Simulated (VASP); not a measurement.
Input of a VASP 6.6.1 run:

Contents of POSCAR:

```
AlNi3
1.0
    0.0000000000      2.8018887551      2.8018887551
    2.8018887551      0.0000000000      2.8018887551
    2.8018887551      2.8018887551      0.0000000000
Al Ni
1 3
Direct
    0.4866161710      0.5133838290      0.5133838290
    0.2500000000      0.2500000000      0.2500000000
    0.0000000000      0.0000000000      0.0000000000
    0.7500000000      0.7500000000      0.7500000000
```

INCAR.step1

```
SYSTEM = AlNi3
PREC     = Accurate       ! precision mode
ENCUT    = 520            ! plane-wave cutoff, eV
ISMEAR   = 0              ! smearing method
SIGMA    = 0.15           ! smearing width, eV
LREAL    = .FALSE.        ! projectors in reciprocal space
LASPH    = .TRUE.         ! aspherical terms in the spheres
NELM     = 60             ! most SCF steps
NBANDS   = 24             ! bands
GGA      = PE             ! functional
ALGO     = Normal         ! electronic algorithm
EDIFF    = 1E-4           ! SCF threshold, eV
LWAVE    = .TRUE.         ! write WAVECAR
LCHARG   = .FALSE.        ! write CHGCAR
```

INCAR.step2

```
SYSTEM = AlNi3
PREC     = Accurate       ! precision mode
ENCUT    = 520            ! plane-wave cutoff, eV
EDIFF    = 1E-6           ! SCF threshold, eV
ISMEAR   = 0              ! smearing method
SIGMA    = 0.15           ! smearing width, eV
LREAL    = .FALSE.        ! projectors in reciprocal space
LASPH    = .TRUE.         ! aspherical terms in the spheres
NELM     = 60             ! most SCF steps
ALGO     = Normal         ! electronic algorithm
ISIF     = 2              ! what is computed and relaxed
LWAVE    = .FALSE.        ! write WAVECAR
LCHARG   = .FALSE.        ! write CHGCAR
METAGGA  = R2SCAN         ! meta-GGA
LMIXTAU  = .TRUE.       
NBANDS   = 24             ! bands
ISTART   = 1
```

Contents of KPOINTS:

```
Automatic mesh
0
G
  14 14 14
  0 0 0
```

Potentials or basis: VASP PAW PBE potentials, release 64 (Al, Ni).

Run with:

```console
$ cat potpaw_PBE.64/Al/POTCAR potpaw_PBE.64/Ni/POTCAR > POTCAR
$ cp INCAR.step1 INCAR
$ mpirun -np 1 vasp_std > vasp.out
$ cp INCAR.step2 INCAR
$ mpirun -np 1 vasp_std > vasp.out
```

Q: Estimate the largest force.

A: 0.705 eV/Å.

Q: What does it give for the band gap on the k mesh?

A: Zero (an odd number of electrons rules out a gap without spin polarisation).

Q: Predict the pressure.

A: 0.4 GPa.

Forces on the atoms (eV/Å):
```
Al  -0.705  0.000  0.000
Ni   0.294  0.000  0.000
Ni   0.118  0.000  0.000
Ni   0.294  0.000  0.000
```

Caveat: the cell differs from its parent crystal (all Al atoms moved +0.075 Å, as atom 1 along Cartesian [1 0 0]); the PAW data sets were made with another functional, which shifts forces and pressure a little. Spin polarisation is off, so any magnetic state and its effect on volume and gap are missing.
